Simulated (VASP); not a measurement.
# Fe (P6_3/mmc) in VASP: further runs

Runs on Fe. Level: PBEsol. Tasks: single point, relaxation of cell and atoms.

Everything below comes from runs of VASP 6.6.1. Logs are shortened: lines on timing, memory, paths and dates and some standing lists are left out, and cuts for length are marked.

### 1 The cell of the first run

Symmetry: P6_3/mmc, No. 194, hexagonal system. The conventional cell has a = 2.428 Å, b = 2.428 Å, c = 3.846 Å, α = 90.00°, β = 90.00°, γ = 120.00°. Within 3.1 Å of Fe (site symmetry -6m2) lie 12 Fe at 2.38 to 2.43 Å.

This isn't the form of Fe at room conditions, which is bcc.

### 2 Single point, PBEsol

The input, INCAR:

```
ALGO     = Fast           # electronic algorithm
EDIFF    = 1E-7           # SCF threshold, eV
ENCUT    = 520            # plane-wave cutoff, eV
GGA      = PS             # functional
ISIF     = 2              # what is computed and relaxed
ISMEAR   = 0              # smearing method
LASPH    = True           # aspherical terms in the spheres
LCHARG   = False          # write CHGCAR
LREAL    = False          # projectors in reciprocal space
LWAVE    = False          # write WAVECAR
NBANDS   = 15             # bands
NELM     = 100            # most SCF steps
PREC     = Accurate       # precision mode
SIGMA    = 0.1            # smearing width, eV
```

The input, KPOINTS:

```
k-points
0
Gamma
  12 12 6
```

The input, POSCAR:

```
Fe
1.0
    2.4275576560      0.0000000000      0.0000000000
   -1.2137788280      2.1023265992      0.0000000000
    0.0000000000      0.0000000000      3.8464955664
Fe
2
Direct
    0.3333333333      0.6666666667      0.2500000000
    0.6666666667      0.3333333333      0.7500000000
```

Potentials or basis: VASP PAW PBE potentials, release 64 (Fe).

Command:

```console
cat potpaw_PBE.64/Fe/POTCAR > POTCAR
mpirun -np 1 vasp_std > vasp.out
```

OUTCAR:

```text
EDIFF = 1E-7
   ENCUT = 520
   GGA = PS
   ISIF = 2
   ISMEAR = 0
   LASPH = True
   LREAL = False
   NELM = 100
   PREC = Accurate

 ion  position               nearest neighbor table
   1  0.333  0.667  0.250-   2 2.38   2 2.38   2 2.38   2 2.38   2 2.38   2 2.38
   2  0.667  0.333  0.750-   1 2.38   1 2.38   1 2.38   1 2.38   1 2.38   1 2.38

  LATTYP: Found a hexagonal cell.
 ALAT       =     2.4275576560
 C/A-ratio  =     1.5845125478

  Lattice vectors:

 A1 = (   2.4275576560,   0.0000000000,   0.0000000000)
 A2 = (  -1.2137788280,   2.1023265992,   0.0000000000)
 A3 = (   0.0000000000,   0.0000000000,   3.8464955664)

Analysis of symmetry for initial positions (statically):
=====================================================================
 Subroutine PRICEL returns:
 Original cell was already a primitive cell.

 Routine SETGRP: Setting up the symmetry group for a
 hexagonal supercell.

 Subroutine GETGRP returns: Found 24 space group operations
 (whereof 12 operations were pure point group operations)
 out of a pool of 24 trial point group operations.

The static configuration has the point symmetry D_3d.
 The point group associated with its full space group is D_6h.

Analysis of symmetry for dynamics (positions and initial velocities):
=====================================================================
 Subroutine PRICEL returns:
 Original cell was already a primitive cell.

 Routine SETGRP: Setting up the symmetry group for a
 hexagonal supercell.

 Subroutine GETGRP returns: Found 24 space group operations
 (whereof 12 operations were pure point group operations)
 out of a pool of 24 trial point group operations.

The dynamic configuration has the point symmetry D_3d.
 The point group associated with its full space group is D_6h.

 Subroutine INISYM returns: Found 24 space group operations
 (whereof 12 operations are pure point group operations),
 and found     1 'primitive' translations

----------------------------------------------------------------------------------------

                                     Primitive cell

  volume of cell :      19.6307

  direct lattice vectors                    reciprocal lattice vectors
     2.427557656  0.000000000  0.000000000     0.411936663  0.237831743  0.000000000
    -1.213778828  2.102326599  0.000000000     0.000000000  0.475663487  0.000000000
     0.000000000  0.000000000  3.846495566     0.000000000  0.000000000  0.259976902

  length of vectors
     2.427557656  2.427557656  3.846495566     0.475663487  0.475663487  0.259976902

  position of ions in fractional coordinates (direct lattice)
     0.333333333  0.666666667  0.250000000
     0.666666667  0.333333333  0.750000000

  ion indices of the primitive-cell ions
   primitive index   ion index
                 1           1
                 2           2

----------------------------------------------------------------------------------------

 KPOINTS: k-points

Automatic generation of k-mesh.
 Grid dimensions read from file:
 generate k-points for:   12   12    6

 Generating k-lattice:

  Cartesian coordinates                     Fractional coordinates (reciprocal lattice)
     0.034328055  0.019819312  0.000000000     0.083333333  0.000000000  0.000000000
     0.000000000  0.039638624  0.000000000     0.000000000  0.083333333  0.000000000
     0.000000000  0.000000000  0.043329484     0.000000000  0.000000000  0.166666667

  Length of vectors
     0.039638624  0.039638624  0.043329484

  Shift w.r.t. Gamma in fractional coordinates (k-lattice)
     0.000000000  0.000000000  0.000000000

 Subroutine IBZKPT returns following result:
 ===========================================

 Found     76 irreducible k-points:

 Following reciprocal coordinates:
            Coordinates               Weight
  0.000000  0.000000  0.000000      1.000000
  0.083333  0.000000  0.000000      6.000000
  0.166667 -0.000000  0.000000      6.000000
  0.250000  0.000000  0.000000      6.000000
  0.333333  0.000000  0.000000      6.000000
  0.416667  0.000000  0.000000      6.000000
[... 16 lines left out ...]
  0.250000  0.000000  0.166667     12.000000
  0.333333  0.000000  0.166667     12.000000
 [... further k-points ...]
   k-points           NKPTS =     76   k-points in BZ     NKDIM =     76   number of bands    NBANDS=     15
   number of dos      NEDOS =    301   number of ions     NIONS =      2
   total plane-waves  NPLWV =   9720
   dimension x,y,z NGX =    18 NGY =   18 NGZ =   30
   dimension x,y,z NGXF=    36 NGYF=   36 NGZF=   60
   ions per type =               2
   NGX,Y,Z   is equivalent  to a cutoff of  12.33, 12.33, 12.97 a.u.
   NGXF,Y,Z  is equivalent  to a cutoff of  24.65, 24.65, 25.93 a.u.
 SYSTEM =  unknown system
   PREC   = accura    normal or accurate (medium, high low for compatibility)
   ISTART =      0    job   : 0-new  1-cont  2-samecut
   ICHARG =      2    charge: 1-file 2-atom 10-const
   ISPIN  =      1    spin polarized calculation?
   LNONCOLLINEAR =      F non collinear calculations
   LSORBIT =      F    spin-orbit coupling
   LASPH  =      T    aspherical Exc in radial PAW
   ENCUT  =  520.0 eV  38.22 Ry    6.18 a.u.   4.51  4.51  7.15*2*pi/ulx,y,z
   NELM   =    100;   NELMIN=  2; NELMDL= -5     # of ELM steps
   EDIFF  = 0.1E-06   stopping-criterion for ELM
   LREAL  =      F    real-space projection
   EDIFFG = 0.1E-05   stopping-criterion for IOM
   NSW    =      0    number of steps for IOM
   IBRION =     -1    ionic relax: 0-MD 1-quasi-New 2-CG
   NFREE  =      0    steps in history (QN), initial steepest desc. (CG)
   ISIF   =      2    stress and relaxation
   ISYM   =      2    0-nonsym 1-usesym 2-fastsym
   POTIM  = 0.5000    time-step for ionic-motion
   TEBEG  =    0.0;   TEEND  =   0.0 temperature during run
   PSTRESS=    0.0 pullay stress
   NELECT =      16.0000    total number of electrons
   NUPDOWN=      -1.0000    fix difference up-down
   EMIN   =  10.00;   EMAX   =-10.00  energy-range for DOS
   EFERMI =   0.00;   METHOD = LEGACY
   ISMEAR =     0;   SIGMA  =   0.10  broadening in eV -4-tet -1-fermi 0-gaus
   EFERMI_NEDOS =   21; number of points for ismear=-14 and -15
   IALGO  =     68    algorithm
   IMIX   =      4    mixing-type and parameters
     AMIX     =   0.40;   BMIX     =  1.00
     AMIX_MAG =   1.60;   BMIX_MAG =  1.00
  volume/ion in A,a.u.               =       9.82        66.24
  Fermi-wavevector in a.u.,A,eV,Ry     =   1.529220  2.889806 31.817392  2.338512
  Thomas-Fermi vector in A             =   2.636871
   LORBIT       =      0    0 simple, 1 ext, 2 COOP (PROOUT), +10 PAW based schemes
   GGA     = PS    functional components
   LHFCALC =     F    Hartree Fock is set to
   AEXX    =    0.0000 exact exchange contribution
   IVDW    =     0    specifies the selected vdW correction
   LEPSILON=     F    determine dielectric tensor
   LRPA    =     F    only Hartree local field effects (RPA)
 non-spin polarized calculation
 RMM-DIIS sequential band-by-band and
 Gauss-broadening in eV      SIGMA  =   0.10
  energy-cutoff  :      520.00
  volume of cell :       19.63
 maximum number of plane-waves:       545
   NGX =  9   NGY =  9   NGZ = 15

 number of electron      16.0000008 magnetization

 Free energy of the ion-electron system (eV)
  ---------------------------------------------------
  ext. energy  EPLUGINS =         0.00000000
  ---------------------------------------------------
  free energy    TOTEN  =       -17.87949886 eV

  energy without entropy =      -17.86940456  energy(sigma->0) =      -17.87445171

 E-fermi :   7.1458     XC(G=0): -14.1734

 val. band max:        7.1374734179   @ k =   0.0833   0.0833   0.3333
 cond. band min:       7.1473907748   @ k =   0.4167   0.1667   0.3333
 fundamental gap:      0.0099173569
 Fermi energy:         7.1457883026

 k-point     1 :       0.0000    0.0000    0.0000
  band No.  band energies     occupation
      1      -2.0026      2.00000
      2       1.9863      2.00000
      3       5.4191      2.00000
      4       5.4191      2.00000
      5       5.5439      2.00000
      6       5.9112      2.00000
      7       5.9112      2.00000
      8       6.2955      2.00000
      9       6.2955      2.00000
     10       7.6685      0.00000
     11       7.9326      0.00000
     12       7.9326      0.00000
     13      16.2775      0.00000
     14      29.3982      0.00000
     15      33.1635      0.00000

 k-point     2 :       0.0833    0.0000    0.0000
  band No.  band energies     occupation
      1      -1.7367      2.00000
      2       2.1602      2.00000
      3       5.1067      2.00000
      4       5.5724      2.00000
      5       5.7785      2.00000
      6       5.8559      2.00000
      7       6.0392      2.00000
      8       6.0455      2.00000
      9       6.1911      2.00000
     10       6.5592      2.00000
     11       7.9825      0.00000
     12       9.4442      0.00000
     13      16.2887      0.00000
     14      28.3471      0.00000
     15      31.0316      0.00000

 k-point     3 :       0.1667   -0.0000    0.0000
  band No.  band energies     occupation
      1      -0.9739      2.00000
      2       2.5899      2.00000
      3       4.6755      2.00000
      4       5.0079      2.00000
      5       5.6178      2.00000
      6       5.9361      2.00000
      7       6.0074      2.00000
      8       6.2044      2.00000
      9       6.2122      2.00000
     10       6.4232      2.00000
     11       8.0895      0.00000
     12      11.2758      0.00000
     13      16.3372      0.00000
     14      25.1333      0.00000
     15      29.0856      0.00000
[... 343 lines left out ...]
 k-point    23 :       0.2500    0.0000    0.1667
  band No.  band energies     occupation
      1       0.3909      2.00000
      2       3.0197      2.00000
      3       3.8571      2.00000
      4       4.4491      2.00000
      5       5.2735      2.00000
      6       5.6823      2.00000
      7       5.9804      2.00000
      8       6.7163      2.00000
      9       6.8969      1.99957
     10       6.9280      1.99793
     11       8.1155      0.00000
     12      11.6677      0.00000
     13      18.5282      0.00000
     14      21.8860      0.00000
     15      27.0696      0.00000

 k-point    24 :       0.3333    0.0000    0.1667
  band No.  band energies     occupation
      1       1.4585      2.00000
      2       2.9119      2.00000
      3       3.3983      2.00000
      4       4.3340      2.00000
      5       5.4668      2.00000
      6       5.4943      2.00000
      7       6.1311      2.00000
      8       7.3695      0.00156
      9       7.4316      0.00005
     10       7.5484      0.00000
     11       8.1754      0.00000
     12      12.8975      0.00000
     13      18.1434      0.00000
     14      19.9392      0.00000
     15      24.3618      0.00000

 [... further k-points ...]

------------------------ aborting loop because EDIFF is reached ----------------------------------------

  FORCE on cell =-STRESS in cart. coord.  units (eV):
  Direction    XX          YY          ZZ          XY          YZ          ZX
  --------------------------------------------------------------------------------------
  -------------------------------------------------------------------------------------
  Total       -0.0549514     -0.0549514     -0.0722089      0.0000000     -0.0000000      0.0000000
  in kB       -4.4849193     -4.4849193     -5.8934043      0.0000000     -0.0000000      0.0000000
  external PRESSURE =      -4.9544143 kB  Pullay stress =       0.0000000 kB

 VOLUME and BASIS-vectors are now :
 -----------------------------------------------------------------------------
  energy-cutoff  :      520.00
  volume of cell :       19.63
      direct lattice vectors                 reciprocal lattice vectors
     2.427557656  0.000000000  0.000000000     0.411936663  0.237831743  0.000000000
    -1.213778828  2.102326599  0.000000000     0.000000000  0.475663487  0.000000000
     0.000000000  0.000000000  3.846495566     0.000000000  0.000000000  0.259976902

 POSITION                                       TOTAL-FORCE (eV/Angst)
 -----------------------------------------------------------------------------------
     -0.00000      1.40155      0.96162        -0.000000      0.000000      0.000000
      1.21378      0.70078      2.88487         0.000000      0.000000      0.000000
 -----------------------------------------------------------------------------------
    total drift:                                0.000000     -0.000000     -0.000000

  FREE ENERGIE OF THE ION-ELECTRON SYSTEM (eV)
  ---------------------------------------------------
  free  energy   TOTEN  =       -17.8794988629 eV

  energy  without entropy=      -17.8694045588  energy(sigma->0) =      -17.87445171
```

Wall time 37 s (1 thread of Intel Xeon 8259CL, shared host); peak memory 0.14 GiB.

What came out:

```yaml
Free_energy: -17.8795 eV
Pressure: -0.5 GPa
Band_gap_on_the_k_mesh: zero (bands 8 and 9 overlap by 1.96 eV)
```

Caveat: the PAW data sets were made with another functional, which shifts forces and pressure a little; the run has no spin polarisation, though such a crystal can be magnetic. Spin polarisation is off, so any magnetic state and its effect on volume and gap are missing.

### 3 Relaxation of cell and atoms, PBEsol

This run uses another cell than the first one, of 10.85 Å³/atom.

The input, INCAR:

```
PREC     = Accurate       # precision mode
ENCUT    = 600            # plane-wave cutoff, eV
EDIFF    = 1E-6           # SCF threshold, eV
ISMEAR   = 0              # smearing method
SIGMA    = 0.1            # smearing width, eV
LREAL    = False          # projectors in reciprocal space
LASPH    = True           # aspherical terms in the spheres
NELM     = 100            # most SCF steps
ALGO     = Normal         # electronic algorithm
ISIF     = 3              # what is computed and relaxed
LWAVE    = False          # write WAVECAR
LCHARG   = False          # write CHGCAR
GGA      = PS             # functional
IBRION   = 2              # ionic algorithm
NSW      = 80             # ionic steps
EDIFFG   = -0.05          # ionic threshold
```

The input, KPOINTS:

```
Automatic mesh
0
Gamma
  12 12 6
```

The input, POSCAR:

```
Fe
1.0
    2.5118363826      0.0000000000      0.0000000000
   -1.2559181913      2.1753141175      0.0000000000
    0.0000000000      0.0000000000      3.9710949608
Fe
2
Direct
    0.3333333333      0.6666666667      0.2500000000
    0.6666666667      0.3333333333      0.7500000000
```

Potentials or basis: VASP PAW PBE potentials, release 64 (Fe).

Command:

```console
cat potpaw_PBE.64/Fe/POTCAR > POTCAR
mpirun -np 1 vasp_std > vasp.out
```

Wall time 85 s (1 thread of Intel Xeon 8259CL, shared host); peak memory 0.16 GiB.

It converged, with:

```
Free energy                           : -17.8798 eV
Relaxed volume                        : 9.80 Å³/atom
Relaxed cell                          : a = 2.429 Å, b = 2.429 Å, c = 3.838 Å, α = 90.00°, β = 90.00°, γ = 120.00°
Space group after relaxing (to 0.1 Å) : P6_3/mmc (No. 194)
Energy gained by relaxing             : 94.6 meV/atom
Ionic steps                           : 4
Pressure after relaxing               : -0.3 GPa
Band gap on the k mesh                : zero (bands 8 and 9 overlap by 1.97 eV)
```

Stress tensor (GPa, compression positive):
```
-0.71  0.00  0.00
 0.00 -0.71  0.00
 0.00  0.00  0.51
```

Step by step:
| step | energy change (eV) | largest force (eV/Å) | pressure (GPa) | volume (Å³) |
| --- | --- | --- | --- | --- |
| 1 | 0.0000 | 0.0000 | -26.07 | 21.70 |
| 2 | 0.4323 | 0.0000 | 78.09 | 16.61 |
| 3 | -0.1888 | 0.0000 | -1.57 | 19.68 |
| 4 | -0.1892 | 0.0000 | -0.30 | 19.61 |

Final structure:
```
Fe
1.0
     2.42879    0.00000    0.00000
    -1.21439    2.10339    0.00000
     0.00000    0.00000    3.83841
Fe
2
Direct
  0.33333 0.66667 0.25000
  0.66667 0.33333 0.75000
```

Levels at points of the mesh, in eV from the Fermi level:
```
           k point  band 6  band 7  band 8  band 9  band 10  band 11
(0.00, 0.00, 0.00)   -1.23   -1.23   -0.86   -0.86     0.56     0.79
(0.50, 0.00, 0.00)   -1.58   -1.10    0.89    1.13     1.18     2.84
(0.00, 0.00, 0.50)   -1.85   -1.85   -1.85    0.37     0.37     0.37
(0.50, 0.00, 0.50)   -0.66    0.14    0.14    1.04     1.04     2.60
```

Caveat: the PAW data sets were made with another functional, which shifts forces and pressure a little; the run has no spin polarisation, though such a crystal can be magnetic. Spin polarisation is off, so any magnetic state and its effect on volume and gap are missing.
